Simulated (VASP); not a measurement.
Input of a VASP 6.6.1 run:

INCAR

```
PREC     = Accurate       # precision mode
ENCUT    = 520            # plane-wave cutoff, eV
EDIFF    = 1E-6           # SCF threshold, eV
ISMEAR   = 0              # smearing method
SIGMA    = 0.1            # smearing width, eV
LREAL    = F              # projectors in reciprocal space
LASPH    = T              # aspherical terms in the spheres
NELM     = 80             # most SCF steps
ALGO     = Normal         # electronic algorithm
ISIF     = 2              # what is computed and relaxed
LWAVE    = F              # write WAVECAR
LCHARG   = F              # write CHGCAR
NBANDS   = 14             # bands
```

File KPOINTS:

```
regular mesh
0
Gamma
  9 9 9
```

File POSCAR:

```
TiH
1.0
    0.0000000000      2.0966397867      2.0966397867
    2.0966397867      0.0000000000      2.0966397867
    2.0966397867      2.0966397867      0.0000000000
Ti H
1 1
Direct
    0.0000000000      0.0000000000      0.0000000000
    0.5000000000      0.5000000000      0.5000000000
```

Potentials or basis: VASP PAW LDA potentials, release 64 (Ti_sv, H).

Launch:

```sh
$ cat potpaw_LDA.64/Ti_sv/POTCAR potpaw_LDA.64/H/POTCAR > POTCAR
$ mpirun -np 1 vasp_std > vasp.out
```

Problem. Estimate the pressure.

Solution. -9.2 GPa.
